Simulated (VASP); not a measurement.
# Au (Fm-3m) in VASP: further runs

The runs below take Au through single point, relaxation of cell and atoms, with PBE.

All numbers are computed with VASP 6.6.1; they aren't measurements. Logs are shortened: lines on timing, memory, paths and dates and some standing lists are left out, and cuts for length are marked.

**1. The cell of the first run**

It takes space group Fm-3m (No. 225, cubic). Conventional cell: a = 4.157 Å, b = 4.157 Å, c = 4.157 Å, α = 90.00°, β = 90.00°, γ = 90.00°. Au (site symmetry m-3m) has 12 Au at 2.94 Å within 3.9 Å.

**2. Single point, PBE**

Contents of INCAR:

```
ALGO = Normal
EDIFF = 1E-6
ENCUT = 520
GGA = PE
ISIF = 2
ISMEAR = -1
LASPH = T
LCHARG = F
LREAL = F
LWAVE = F
NBANDS = 12
NELM = 100
PREC = Accurate
SIGMA = 0.05
```

Contents of KPOINTS:

```
k-points
0
Gamma
  17 17 17
```

Contents of POSCAR:

```
Au
1.0
    0.0000000000      2.0786344967      2.0786344967
    2.0786344967      0.0000000000      2.0786344967
    2.0786344967      2.0786344967      0.0000000000
Au
1
Direct
    0.0000000000      0.0000000000      0.0000000000
```

Potentials or basis: VASP PAW PBE potentials, release 64 (Au).

The run is started by

```console
cat potpaw_PBE.64/Au/POTCAR > POTCAR
mpirun -np 1 vasp_std > vasp.out
```

OUTCAR:

```text
EDIFF = 1E-6
   ENCUT = 520
   GGA = PE
   ISIF = 2
   ISMEAR = -1
   LASPH = T
   LREAL = F
   NELM = 100
   PREC = Accurate

 ion  position               nearest neighbor table
   1  0.000  0.000  0.000-

  LATTYP: Found a face centered cubic cell.
 ALAT       =     4.1572689934

  Lattice vectors:

 A1 = (   0.0000000000,   2.0786344967,   2.0786344967)
 A2 = (   2.0786344967,   0.0000000000,   2.0786344967)
 A3 = (   2.0786344967,   2.0786344967,   0.0000000000)

Analysis of symmetry for initial positions (statically):
=====================================================================
 Subroutine PRICEL returns:
 Original cell was already a primitive cell.

 Routine SETGRP: Setting up the symmetry group for a
 face centered cubic supercell.

 Subroutine GETGRP returns: Found 48 space group operations
 (whereof 48 operations were pure point group operations)
 out of a pool of 48 trial point group operations.

The static configuration has the point symmetry O_h .

Analysis of symmetry for dynamics (positions and initial velocities):
=====================================================================
 Subroutine PRICEL returns:
 Original cell was already a primitive cell.

 Routine SETGRP: Setting up the symmetry group for a
 face centered cubic supercell.

 Subroutine GETGRP returns: Found 48 space group operations
 (whereof 48 operations were pure point group operations)
 out of a pool of 48 trial point group operations.

The dynamic configuration has the point symmetry O_h .

 Subroutine INISYM returns: Found 48 space group operations
 (whereof 48 operations are pure point group operations),
 and found     1 'primitive' translations

----------------------------------------------------------------------------------------

                                     Primitive cell

  volume of cell :      17.9624

  direct lattice vectors                    reciprocal lattice vectors
     0.000000000  2.078634497  2.078634497    -0.240542530  0.240542530  0.240542530
     2.078634497  0.000000000  2.078634497     0.240542530 -0.240542530  0.240542530
     2.078634497  2.078634497  0.000000000     0.240542530  0.240542530 -0.240542530

  length of vectors
     2.939633096  2.939633096  2.939633096     0.416631883  0.416631883  0.416631883

  position of ions in fractional coordinates (direct lattice)
     0.000000000  0.000000000  0.000000000

  ion indices of the primitive-cell ions
   primitive index   ion index
                 1           1

----------------------------------------------------------------------------------------

[... 75 lines left out ...]
   ISIF   =      2    stress and relaxation
   ISYM   =      2    0-nonsym 1-usesym 2-fastsym
   POTIM  = 0.5000    time-step for ionic-motion
   TEBEG  =    0.0;   TEEND  =   0.0 temperature during run
   PSTRESS=    0.0 pullay stress
   NELECT =      11.0000    total number of electrons
   NUPDOWN=      -1.0000    fix difference up-down
   EMIN   =  10.00;   EMAX   =-10.00  energy-range for DOS
   EFERMI =   0.00;   METHOD = LEGACY
   ISMEAR =    -1;   SIGMA  =   0.05  broadening in eV -4-tet -1-fermi 0-gaus
   EFERMI_NEDOS =   21; number of points for ismear=-14 and -15
   IALGO  =     38    algorithm
   IMIX   =      4    mixing-type and parameters
     AMIX     =   0.40;   BMIX     =  1.00
     AMIX_MAG =   1.60;   BMIX_MAG =  1.00
  volume/ion in A,a.u.               =      17.96       121.22
  Fermi-wavevector in a.u.,A,eV,Ry     =   1.390222  2.627139 26.296227  1.932718
  Thomas-Fermi vector in A             =   2.514178
   LORBIT       =      0    0 simple, 1 ext, 2 COOP (PROOUT), +10 PAW based schemes
   GGA     = PE    functional components
   LHFCALC =     F    Hartree Fock is set to
   AEXX    =    0.0000 exact exchange contribution
   IVDW    =     0    specifies the selected vdW correction
   LEPSILON=     F    determine dielectric tensor
   LRPA    =     F    only Hartree local field effects (RPA)
 non-spin polarized calculation
  energy-cutoff  :      520.00
  volume of cell :       17.96
 maximum number of plane-waves:       531
 NGX is ok and might be reduce to    24
   NGX = 11   NGY = 11   NGZ = 11

 number of electron      11.0000002 magnetization

 Free energy of the ion-electron system (eV)
  ---------------------------------------------------
  ext. energy  EPLUGINS =         0.00000000
  ---------------------------------------------------
  free energy    TOTEN  =        -3.22083863 eV

  energy without entropy =       -3.21764133  energy(sigma->0) =       -3.21923998

 E-fermi :   8.7277     XC(G=0): -12.4039

 val. band max:        8.7087100931   @ k =  -0.2941   0.2353   0.0000
 cond. band min:       8.7385395823   @ k =  -0.2353   0.2941   0.0588
 fundamental gap:      0.0298294892
 Fermi energy:         8.7276891348

 k-point     1 :       0.0000    0.0000    0.0000
  band No.  band energies     occupation
      1      -0.6906      2.00000
      2       4.1997      2.00000
      3       4.1997      2.00000
      4       4.1997      2.00000
      5       5.5789      2.00000
      6       5.5789      2.00000
      7      23.2025      0.00000
      8      26.8986      0.00000
      9      26.8986      0.00000
     10      26.8986      0.00000
     11      31.6400      0.00000
     12      35.7236      0.00000
[... 331 lines left out ...]
 k-point    24 :      -0.1176    0.0588    0.0000
  band No.  band energies     occupation
      1       0.0145      2.00000
      2       3.9882      2.00000
      3       4.4059      2.00000
      4       4.4310      2.00000
      5       5.3925      2.00000
      6       5.6457      2.00000
      7      23.4280      0.00000
      8      24.1251      0.00000
      9      26.6021      0.00000
     10      28.2296      0.00000
     11      30.4909      0.00000
     12      33.3466      0.00000

 [... further k-points ...]
[... 5 lines left out ...]
  --------------------------------------------------------------------------------------
  -------------------------------------------------------------------------------------
  Total       -0.0264577     -0.0264577     -0.0264577     -0.0000000     -0.0000000      0.0000000
  in kB       -2.3599285     -2.3599285     -2.3599285     -0.0000000     -0.0000000      0.0000000
  external PRESSURE =      -2.3599285 kB  Pullay stress =       0.0000000 kB

 VOLUME and BASIS-vectors are now :
 -----------------------------------------------------------------------------
  energy-cutoff  :      520.00
  volume of cell :       17.96
      direct lattice vectors                 reciprocal lattice vectors
     0.000000000  2.078634497  2.078634497    -0.240542530  0.240542530  0.240542530
     2.078634497  0.000000000  2.078634497     0.240542530 -0.240542530  0.240542530
     2.078634497  2.078634497  0.000000000     0.240542530  0.240542530 -0.240542530

 POSITION                                       TOTAL-FORCE (eV/Angst)
 -----------------------------------------------------------------------------------
      0.00000      0.00000      0.00000        -0.000000      0.000000      0.000000
 -----------------------------------------------------------------------------------
    total drift:                               -0.000000      0.000000      0.000000

  FREE ENERGIE OF THE ION-ELECTRON SYSTEM (eV)
  ---------------------------------------------------
  free  energy   TOTEN  =        -3.2208386312 eV

  energy  without entropy=       -3.2176413304  energy(sigma->0) =       -3.21923998
```

stdout:

```text
POSCAR found type information on POSCAR Au
 POSCAR found :  1 types and       1 ions
 scaLAPACK will be used
 LDA part: xc-table for (Slater+PW92), standard interpolation
 POSCAR, INCAR and KPOINTS ok, starting setup
 FFT: planning ... GRIDC
 FFT: planning ... GRID_SOFT
 FFT: planning ... GRID
 WAVECAR not read
 entering main loop
```

It took 14 s on 1 thread of AMD EPYC 9R45 (Zen 5), shared host; peak memory 0.13 GiB.

What came out:

```yaml
Free_energy: -3.2208 eV
Pressure: -0.2 GPa
Band_gap_on_the_k_mesh: zero (an odd number of electrons rules out a gap without spin polarisation)
```

Caveat: spin-orbit coupling is left out, which moves the levels of the heavy elements.

(Continued in part 2 of 2.)
